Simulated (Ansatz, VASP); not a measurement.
## Two plane-wave programs on MgO2

POSCAR

```
MgO2
1.0
    1.4763801347      0.8523884682      3.4939788749
   -1.4763801347      0.8523884682      3.4939788749
    0.0000000000     -1.7047769364      3.4939788749
Mg O
1 2
Direct
    0.0000000000      0.0000000000      0.0000000000
    0.4287860000      0.4287860000      0.4287860000
    0.5712140000      0.5712140000      0.5712140000
```

The input INCAR.step1:

```
SYSTEM = MgO2
ALGO = Normal ; EDIFF = 1E-4
ENCUT = 520 ; GGA = PE
ISMEAR = 0 ; LASPH = .TRUE.
LCHARG = .FALSE. ; LREAL = .FALSE.
LWAVE = .TRUE. ; NBANDS = 14
NELM = 100 ; PREC = Accurate
SIGMA = 0.05
```

The input INCAR.step2:

```
SYSTEM = MgO2
ALGO = Normal ; EDIFF = 1E-6
ENCUT = 520 ; ISIF = 2
ISMEAR = 0 ; ISTART = 1
LASPH = .TRUE. ; LCHARG = .TRUE.
LELF = .TRUE. ; LMIXTAU = .TRUE.
LREAL = .FALSE. ; LVHAR = .TRUE.
LWAVE = .FALSE. ; METAGGA = R2SCAN
NBANDS = 14 ; NELM = 100
PREC = Accurate ; SIGMA = 0.05
```

The input KPOINTS:

```
k-points
0
G
  12 12 12
  0 0 0
```

Input for Ansatz:

```yaml
crystal:
  lattice:
    - [1.4763801347, 0.8523884682, 3.4939788749]
    - [-1.4763801347, 0.8523884682, 3.4939788749]
    - [0.0, -1.7047769364, 3.4939788749]
  atoms:
    - { symbol: Mg, position: [0.0, 0.0, 0.0] }
    - { symbol: O, position: [0.428786, 0.428786, 0.428786] }
    - { symbol: O, position: [0.571214, 0.571214, 0.571214] }
basis:
  ecutwfc: 500
kpoints:
  mp_grid: { grid: [12, 12, 12] }
hamiltonian:
  xc: r2scan
scf:
  occupations: { method: gaussian, width: 0.05 }
output:
  forces: true
  stress: true
  eigenvalues: true
```

Change from the starting cell: strain -0.080 along x and y, +0.000 along z, atoms carried along.

Alike in both runs: task single point; functional r2SCAN; k mesh 12 × 12 × 12; occupations gaussian, width 0.05 eV; no spin polarisation.

```csv
,VASP,Ansatz
version,VASP 6.6.1,Ansatz 0.2.0
potentials or method,"VASP PAW PBE potentials, release 64 (Mg, O), cutoff 520 eV","scalar-relativistic, plane waves, PAW"
valence electrons in the cell,14,22
```

|  | VASP | Ansatz | Ansatz less VASP |
| --- | --- | --- | --- |
| gap on the k mesh at the Fermi level (eV) | 2.56 | 2.59 | +0.030 |
| least direct gap on the mesh (eV) | 2.56 | 2.59 | +0.030 |
| pressure (GPa) | 18.0 | 18.2 | +0.17 |
| traceless stress, the component that is largest in VASP (GPa) | -17.97 | -19.43 | -1.464 |
| rms of the force components (eV/Å) | 0.622 | 0.738 | +0.1157 |

VASP's potentials were made for PBE, not for r2SCAN. Atom by atom the forces differ by 0.116 eV/Å (rms over components). VASP's potentials hold 14 valence electrons a cell and Ansatz's 22, so a difference there can come from the potentials and not from the codes.
